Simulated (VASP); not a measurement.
Write the native input for VASP 6.6.1 that does the following.

```
Task                   : single point
Functional             : PBEsol
Potentials or basis    : VASP PAW PBE potentials, release 64 (K_sv)
Cutoff                 : 520 eV
k mesh                 : 8 × 8 × 8
Occupations            : fermi-dirac, width 0.1 eV
Spin                   : no spin polarisation
Dipole correction      : no
Further INCAR settings : ALGO = Normal; EDIFF = 1e-06; NBANDS = 10
```

The structure of K lies in POSCAR:

```
K
1.0
    4.1382191918      0.0000000000      0.0000000000
    0.0000000000      4.1382191918      0.0000000000
    0.0000000000      0.0000000000      4.1382191918
K
1
Direct
    0.0000000000      0.0000000000      0.0000000000
```

This cell differs from its parent crystal: volume scaled by 0.92.

These files were run (other wordings do the same):

INCAR

```
SYSTEM = K
  ALGO = Normal
  EDIFF = 1E-6
  ENCUT = 520
  GGA = PS
  ISIF = 2
  ISMEAR = -1
  LASPH = .True.
  LCHARG = .True.
  LELF = .True.
  LREAL = .False.
  LVHAR = .True.
  LWAVE = .False.
  NBANDS = 10
  NELM = 60
  PREC = Accurate
  SIGMA = 0.1
```

KPOINTS

```
k-points
0
Gamma
  8 8 8
  0 0 0
```

Potentials or basis: VASP PAW PBE potentials, release 64 (K_sv).

Run with:

```sh
$ cat potpaw_PBE.64/K_sv/POTCAR > POTCAR
$ mpirun -np 1 vasp_std > vasp.out
```

Results of the run:

```yaml
Pressure: 0.2 GPa
```

Caveat: the PAW data sets were made with another functional, which shifts forces and pressure a little.

It took 14 s on 1 thread of Intel Xeon 6975P-C, with other jobs on the host, peak memory 0.18 GiB.
